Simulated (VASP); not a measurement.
# Ta (Pm-3n) in VASP: relaxation of cell and atoms with PBE+D3(BJ)

Aim: the relaxation of cell and atoms of Ta with PBE+D3(BJ).

Everything below comes from runs of VASP 6.6.1. Logs are shortened: lines on timing, memory, paths and dates and some standing lists are left out, and cuts for length are marked.

## (1) The cell of the first run

It takes space group Pm-3n (No. 223, cubic). The conventional cell has a = 5.312 Å, b = 5.312 Å, c = 5.312 Å, α = 90.00°, β = 90.00°, γ = 90.00°. Ta (site symmetry m-3) has 12 Ta at 2.97 Å within 3.9 Å. Ta (site symmetry -4m2) has 14 Ta at 2.66 to 3.25 Å within 3.5 Å.

## (2) Relaxation of cell and atoms, PBE+D3(BJ)

Input file INCAR:

```
PREC     = Accurate       # precision mode
ENCUT    = 600            # plane-wave cutoff, eV
EDIFF    = 1E-7           # SCF threshold, eV
ISMEAR   = 0              # smearing method
SIGMA    = 0.1            # smearing width, eV
LREAL    = F              # projectors in reciprocal space
LASPH    = T              # aspherical terms in the spheres
NELM     = 60             # most SCF steps
ALGO     = Fast           # electronic algorithm
ISIF     = 3              # what is computed and relaxed
LWAVE    = F              # write WAVECAR
LCHARG   = F              # write CHGCAR
GGA      = PE             # functional
IVDW     = 12             # dispersion correction
IBRION   = 2              # ionic algorithm
NSW      = 70             # ionic steps
EDIFFG   = -0.005         # ionic threshold
```

Input file KPOINTS:

```
Automatic mesh
0
Gamma
  8 8 8
```

Input file POSCAR:

```
Ta
1.0
    5.3118330375      0.0000000000      0.0000000000
    0.0000000000      5.3118330375      0.0000000000
    0.0000000000      0.0000000000      5.3118330375
Ta
8
Direct
    0.0000000000      0.0000000000      0.0000000000
    0.5000000000      0.5000000000      0.5000000000
    0.2500000000      0.0000000000      0.5000000000
    0.7500000000      0.0000000000      0.5000000000
    0.5000000000      0.7500000000      0.0000000000
    0.5000000000      0.2500000000      0.0000000000
    0.0000000000      0.5000000000      0.7500000000
    0.0000000000      0.5000000000      0.2500000000
```

Potentials or basis: VASP PAW PBE potentials, release 64 (Ta_pv).

Run with:

```console
> cat potpaw_PBE.64/Ta_pv/POTCAR > POTCAR
> mpirun -np 1 vasp_std > vasp.out
```

OUTCAR:

```text
PREC = Accurate
   ENCUT = 600
   EDIFF = 1E-7
   ISMEAR = 0
   LREAL = F
   LASPH = T
   NELM = 60
   ISIF = 3
   GGA = PE
   IVDW = 12
   IBRION = 2
   NSW = 70
   EDIFFG = -0.005
 IVDW          = 12

 ion  position               nearest neighbor table
   1  0.000  0.000  0.000-   3 2.97   4 2.97   5 2.97   6 2.97   7 2.97   8 2.97   3 2.97   4 2.97
                             7 2.97   8 2.97   5 2.97   6 2.97
   2  0.500  0.500  0.500-   3 2.97   4 2.97   5 2.97   6 2.97   7 2.97   8 2.97   5 2.97   6 2.97
                             3 2.97   4 2.97   7 2.97   8 2.97
   3  0.250  0.000  0.500-   4 2.66   4 2.66   1 2.97   1 2.97   2 2.97   2 2.97   8 3.25   5 3.25
                             5 3.25   6 3.25   6 3.25   7 3.25   8 3.25   7 3.25
   4  0.750  0.000  0.500-   3 2.66   3 2.66   1 2.97   1 2.97   2 2.97   2 2.97   8 3.25   5 3.25
                             5 3.25   6 3.25   6 3.25   7 3.25   8 3.25   7 3.25
   5  0.500  0.750  0.000-   6 2.66   6 2.66   1 2.97   2 2.97   2 2.97   1 2.97   8 3.25   4 3.25
                             3 3.25   4 3.25   3 3.25   7 3.25   7 3.25   8 3.25
   6  0.500  0.250  0.000-   5 2.66   5 2.66   1 2.97   2 2.97   2 2.97   1 2.97   8 3.25   4 3.25
                             3 3.25   4 3.25   3 3.25   7 3.25   7 3.25   8 3.25
   7  0.000  0.500  0.750-   8 2.66   8 2.66   1 2.97   2 2.97   1 2.97   2 2.97   3 3.25   4 3.25
                             5 3.25   3 3.25   4 3.25   6 3.25   5 3.25   6 3.25
   8  0.000  0.500  0.250-   7 2.66   7 2.66   1 2.97   2 2.97   1 2.97   2 2.97   3 3.25   4 3.25
                             5 3.25   3 3.25   4 3.25   6 3.25   5 3.25   6 3.25

  LATTYP: Found a simple cubic cell.
 ALAT       =     5.3118330375

  Lattice vectors:

 A1 = (   5.3118330375,   0.0000000000,   0.0000000000)
 A2 = (   0.0000000000,   5.3118330375,   0.0000000000)
 A3 = (   0.0000000000,   0.0000000000,   5.3118330375)

Analysis of symmetry for initial positions (statically):
=====================================================================
 Subroutine PRICEL returns:
 Original cell was already a primitive cell.

 Routine SETGRP: Setting up the symmetry group for a
 simple cubic supercell.

 Subroutine GETGRP returns: Found 48 space group operations
 (whereof 24 operations were pure point group operations)
 out of a pool of 48 trial point group operations.

The static configuration has the point symmetry T_h .
 The point group associated with its full space group is O_h .

Analysis of symmetry for dynamics (positions and initial velocities):
=====================================================================
 Subroutine PRICEL returns:
 Original cell was already a primitive cell.

 Routine SETGRP: Setting up the symmetry group for a
 simple cubic supercell.

 Subroutine GETGRP returns: Found 48 space group operations
 (whereof 24 operations were pure point group operations)
 out of a pool of 48 trial point group operations.

The dynamic configuration has the point symmetry T_h .
 The point group associated with its full space group is O_h .

 Subroutine INISYM returns: Found 48 space group operations
 (whereof 24 operations are pure point group operations),
 and found     1 'primitive' translations

----------------------------------------------------------------------------------------

                                     Primitive cell

  volume of cell :     149.8764

  direct lattice vectors                    reciprocal lattice vectors
     5.311833037  0.000000000  0.000000000     0.188258929  0.000000000  0.000000000
     0.000000000  5.311833037  0.000000000     0.000000000  0.188258929  0.000000000
     0.000000000  0.000000000  5.311833037     0.000000000  0.000000000  0.188258929

  length of vectors
     5.311833037  5.311833037  5.311833037     0.188258929  0.188258929  0.188258929

  position of ions in fractional coordinates (direct lattice)
     0.000000000  0.000000000  0.000000000
     0.500000000  0.500000000  0.500000000
     0.250000000  0.000000000  0.500000000
     0.750000000  0.000000000  0.500000000
     0.500000000  0.750000000  0.000000000
     0.500000000  0.250000000  0.000000000
     0.000000000  0.500000000  0.750000000
     0.000000000  0.500000000  0.250000000

  ion indices of the primitive-cell ions
   primitive index   ion index
                 1           1
                 2           2
                 3           3
                 4           4
                 5           5
                 6           6
                 7           7
                 8           8

----------------------------------------------------------------------------------------

 KPOINTS: Automatic mesh

Automatic generation of k-mesh.
 Grid dimensions read from file:
 generate k-points for:    8    8    8

 Generating k-lattice:

  Cartesian coordinates                     Fractional coordinates (reciprocal lattice)
     0.023532366  0.000000000  0.000000000     0.125000000  0.000000000  0.000000000
     0.000000000  0.023532366  0.000000000     0.000000000  0.125000000  0.000000000
     0.000000000  0.000000000  0.023532366     0.000000000  0.000000000  0.125000000

  Length of vectors
     0.023532366  0.023532366  0.023532366

  Shift w.r.t. Gamma in fractional coordinates (k-lattice)
     0.000000000  0.000000000  0.000000000

 Subroutine IBZKPT returns following result:
 ===========================================

 Found     35 irreducible k-points:

 Following reciprocal coordinates:
            Coordinates               Weight
  0.000000  0.000000  0.000000      1.000000
  0.125000  0.000000  0.000000      6.000000
  0.250000  0.000000  0.000000      6.000000
  0.375000  0.000000  0.000000      6.000000
  0.500000  0.000000  0.000000      3.000000
  0.125000  0.125000  0.000000     12.000000
[... 16 lines left out ...]
  0.375000  0.375000  0.125000     24.000000
  0.500000  0.375000  0.125000     24.000000
 [... further k-points ...]
   k-points           NKPTS =     35   k-points in BZ     NKDIM =     35   number of bands    NBANDS=     52
   number of dos      NEDOS =    301   number of ions     NIONS =      8
   total plane-waves  NPLWV =  74088
   dimension x,y,z NGX =    42 NGY =   42 NGZ =   42
   dimension x,y,z NGXF=    84 NGYF=   84 NGZF=   84
   ions per type =               8
   NGX,Y,Z   is equivalent  to a cutoff of  13.14, 13.14, 13.14 a.u.
   NGXF,Y,Z  is equivalent  to a cutoff of  26.29, 26.29, 26.29 a.u.
 SYSTEM =  unknown system
   PREC   = accura    normal or accurate (medium, high low for compatibility)
   ISTART =      0    job   : 0-new  1-cont  2-samecut
   ICHARG =      2    charge: 1-file 2-atom 10-const
   ISPIN  =      1    spin polarized calculation?
   LNONCOLLINEAR =      F non collinear calculations
   LSORBIT =      F    spin-orbit coupling
   LASPH  =      T    aspherical Exc in radial PAW
   ENCUT  =  600.0 eV  44.10 Ry    6.64 a.u.  10.61 10.61 10.61*2*pi/ulx,y,z
   NELM   =     60;   NELMIN=  2; NELMDL= -5     # of ELM steps
   EDIFF  = 0.1E-06   stopping-criterion for ELM
   LREAL  =      F    real-space projection
   EDIFFG = -.5E-02   stopping-criterion for IOM
   NSW    =     70    number of steps for IOM
   IBRION =      2    ionic relax: 0-MD 1-quasi-New 2-CG
   NFREE  =      1    steps in history (QN), initial steepest desc. (CG)
   ISIF   =      3    stress and relaxation
   ISYM   =      2    0-nonsym 1-usesym 2-fastsym
   POTIM  = 0.5000    time-step for ionic-motion
   TEBEG  =    0.0;   TEEND  =   0.0 temperature during run
   PSTRESS=    0.0 pullay stress
   NELECT =      88.0000    total number of electrons
   NUPDOWN=      -1.0000    fix difference up-down
   EMIN   =  10.00;   EMAX   =-10.00  energy-range for DOS
   EFERMI =   0.00;   METHOD = LEGACY
   ISMEAR =     0;   SIGMA  =   0.10  broadening in eV -4-tet -1-fermi 0-gaus
   EFERMI_NEDOS =   21; number of points for ismear=-14 and -15
   IALGO  =     68    algorithm
   IMIX   =      4    mixing-type and parameters
     AMIX     =   0.40;   BMIX     =  1.00
     AMIX_MAG =   1.60;   BMIX_MAG =  1.00
  volume/ion in A,a.u.               =      18.73       126.43
  Fermi-wavevector in a.u.,A,eV,Ry     =   1.370854  2.590539 25.568634  1.879242
  Thomas-Fermi vector in A             =   2.496603
   LORBIT       =      0    0 simple, 1 ext, 2 COOP (PROOUT), +10 PAW based schemes
   GGA     = PE    functional components
   LHFCALC =     F    Hartree Fock is set to
   AEXX    =    0.0000 exact exchange contribution
   IVDW    =    12    specifies the selected vdW correction
   LEPSILON=     F    determine dielectric tensor
   LRPA    =     F    only Hartree local field effects (RPA)
 conjugate gradient relaxation of ions
 non-spin polarized calculation
 RMM-DIIS sequential band-by-band and
 Gauss-broadening in eV      SIGMA  =   0.10
  energy-cutoff  :      600.00
  volume of cell :      149.88
 maximum number of plane-waves:      5056
   NGX = 21   NGY = 21   NGZ = 21

--------------------------------------- Ionic step        1  -------------------------------------------

 number of electron      87.9999994 magnetization

 Free energy of the ion-electron system (eV)
  ---------------------------------------------------
  ext. energy  EPLUGINS =         0.00000000
  ---------------------------------------------------
  free energy    TOTEN  =       -94.28856057 eV

  energy without entropy =      -94.25889431  energy(sigma->0) =      -94.27372744

------------------------ aborting loop because EDIFF is reached ----------------------------------------

 Edisp (eV)   -5.08913

 E8    (eV) :    -2.6638

  FORCE on cell =-STRESS in cart. coord.  units (eV):
  Direction    XX          YY          ZZ          XY          YZ          ZX
  --------------------------------------------------------------------------------------
  -------------------------------------------------------------------------------------
  Total      -5.15392    -5.15392    -5.15392    -0.00000     0.00000     0.00000
  in kB     -55.09539   -55.09539   -55.09539    -0.00000     0.00000     0.00000
  external pressure =      -55.10 kB  Pullay stress =        0.00 kB
[... 119 lines left out ...]
  energy  without entropy=      -99.4186584291  energy(sigma->0) =      -99.43479065

--------------------------------------- Ionic step        4  -------------------------------------------

 number of electron      87.9999970 magnetization

 Free energy of the ion-electron system (eV)
  ---------------------------------------------------
  ext. energy  EPLUGINS =         0.00000000
  ---------------------------------------------------
  free energy    TOTEN  =       -94.21197735 eV

  energy without entropy =      -94.17963950  energy(sigma->0) =      -94.19580843

 E-fermi :   5.4896     XC(G=0): -12.5583

 val. band max:        5.4794631977   @ k =   0.2500   0.1250   0.0000
 cond. band min:       5.5130996242   @ k =   0.5000   0.3750   0.2500
 fundamental gap:      0.0336364265
 Fermi energy:         5.4895732359

 k-point     1 :       0.0000    0.0000    0.0000
  band No.  band energies     occupation
      1     -29.1951      2.00000
      2     -29.1951      2.00000
      3     -29.0628      2.00000
      4     -28.7775      2.00000
      5     -28.7775      2.00000
      6     -28.7775      2.00000
[... 1309 lines left out ...]
     51       7.4859      0.00000
     52       7.7635      0.00000

 [... further k-points ...]

------------------------ aborting loop because EDIFF is reached ----------------------------------------

 Edisp (eV)   -5.23900

 E8    (eV) :    -2.7429

  FORCE on cell =-STRESS in cart. coord.  units (eV):
  Direction    XX          YY          ZZ          XY          YZ          ZX
  --------------------------------------------------------------------------------------
  -------------------------------------------------------------------------------------
  Total      -0.00750    -0.00750    -0.00750    -0.00000     0.00000     0.00000
  in kB      -0.08244    -0.08244    -0.08244    -0.00000     0.00000     0.00000
  external pressure =       -0.08 kB  Pullay stress =        0.00 kB
[... 23 lines left out ...]
  FREE ENERGIE OF THE ION-ELECTRON SYSTEM (eV)
  ---------------------------------------------------
  free  energy   TOTEN  =       -99.4509733033 eV

  energy  without entropy=      -99.4186354534  energy(sigma->0) =      -99.43480438

 reached required accuracy - stopping structural energy minimisation
```

Wall time 11 min (1 thread of Intel Xeon 6975P-C (Granite Rapids), shared host); peak memory 0.42 GiB.

What came out:

```yaml
Free_energy: -99.4510 eV
Relaxed_volume: 18.22 Å³/atom
Relaxed_cell: a = 5.262 Å, b = 5.262 Å, c = 5.262 Å, α = 90.00°, β = 90.00°, γ = 90.00°
Space_group_after_relaxing_to_0.1_Å: Pm-3n (No. 223)
Energy_gained_by_relaxing: 9.2 meV/atom
Ionic_steps: 4
Pressure_after_relaxing: 0.0 GPa
Band_gap_on_the_k_mesh: zero (bands 44 and 45 overlap by 0.17 eV)
Dispersion_energy_per_atom: -0.655 eV
```

The path:
```tsv
step	energy change (eV)	largest force (eV/Å)	pressure (GPa)	volume (Å³)
1	0.0000	0.0000	-5.51	149.88
2	0.3551	0.0000	15.37	136.33
3	-0.0732	0.0000	-0.14	145.82
4	-0.0733	0.0000	-0.01	145.72
```

Final structure:
```
Ta
1.0
     5.26229    0.00000    0.00000
     0.00000    5.26229    0.00000
     0.00000    0.00000    5.26229
Ta
8
Direct
  0.00000 0.00000 0.00000
  0.50000 0.50000 0.50000
  0.25000 0.00000 0.50000
  0.75000 0.00000 0.50000
  0.50000 0.75000 0.00000
  0.50000 0.25000 0.00000
  0.00000 0.50000 0.75000
  0.00000 0.50000 0.25000
```

Caveat: spin-orbit coupling is left out, which moves the levels of the heavy elements.

The gap in the log of VASP goes by the Fermi energy; the results here count the filled bands.